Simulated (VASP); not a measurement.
Input of a VASP 6.6.1 run:

The input INCAR:

```
SYSTEM = GaAs
  ALGO = Normal
  DIPOL = 0.5 0.5 0.500
  EDIFF = 1E-6
  ENCUT = 520
  GGA = PE
  IDIPOL = 3
  ISIF = 2
  ISMEAR = -1
  LASPH = .True.
  LCHARG = .False.
  LDIPOL = .True.
  LREAL = .False.
  LWAVE = .False.
  NBANDS = 26
  NELM = 60
  PREC = Accurate
  SIGMA = 0.02
```

File KPOINTS:

```
k-points
0
Gamma
  8 5 1
  0 0 0
```

POSCAR

```
GaAs
1.0
    4.0620561046      0.0000000000      0.0000000000
    0.0000000000      5.7446148342      0.0000000000
    0.0000000000      0.0000000000     18.0310000000
Ga As
2 2
Direct
    0.0000000000      0.8377990090      0.4839324586
    0.5000000000      0.3378020738      0.5160683912
    0.5000000000      0.6621985434      0.4299941212
    0.0000000000      0.1622003738      0.5700050290
```

Potentials or basis: VASP PAW PBE potentials, release 64 (Ga_d, As).

The run is started by

```bash
$ cat potpaw_PBE.64/Ga_d/POTCAR potpaw_PBE.64/As/POTCAR > POTCAR
$ mpirun -np 1 vasp_std > vasp.out
```

Question: Predict the band gap on the k mesh.

Answer: 1.50 eV (least direct gap 1.73 eV).

Question: What does it give for the largest force?

Answer: 0.029 eV/Å.

Forces on the atoms (eV/Å):
```
Ga   0.000 -0.001  0.002
Ga   0.000 -0.001 -0.002
As   0.000  0.001 -0.029
As   0.000  0.001  0.029
```
